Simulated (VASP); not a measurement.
Here is a VASP 6.6.1 calculation.

Contents of INCAR:

```
SYSTEM = Pt
ALGO = Fast
EDIFF = 1E-7
ENCUT = 520
GGA = CA
ISIF = 2
ISMEAR = 0
LASPH = .TRUE.
LCHARG = .TRUE.
LELF = .TRUE.
LREAL = .FALSE.
LVHAR = .TRUE.
LWAVE = .FALSE.
NBANDS = 11
NELM = 60
PREC = Accurate
SIGMA = 0.15
```

Contents of KPOINTS:

```
k-points
0
G
  20 20 20
  0 0 0
```

POSCAR

```
Pt
1.0
    0.1946767288      2.0441056528      2.0441056528
    2.0441056528      0.1946767288      2.0441056528
    2.0441056528      2.0441056528      0.1946767288
Pt
1
Direct
    0.0000000000      0.0000000000      0.0000000000
```

Potentials or basis: VASP PAW LDA potentials, release 64 (Pt).

The run is started by

```bash
$ cat potpaw_LDA.64/Pt/POTCAR > POTCAR
$ mpirun -np 1 vasp_std > vasp.out
```

Predict the pressure.

11.2 GPa.

Predict the band gap on the k mesh.

zero (band 5 reaches 12.64 eV, above the bottom of band 6 at 9.99 eV).

Stress tensor (GPa, compression positive):
```
 11.20 -11.39 -11.39
-11.39  11.20 -11.39
-11.39 -11.39  11.20
```

Caveat: spin-orbit coupling is left out, which moves the levels of the heavy elements.
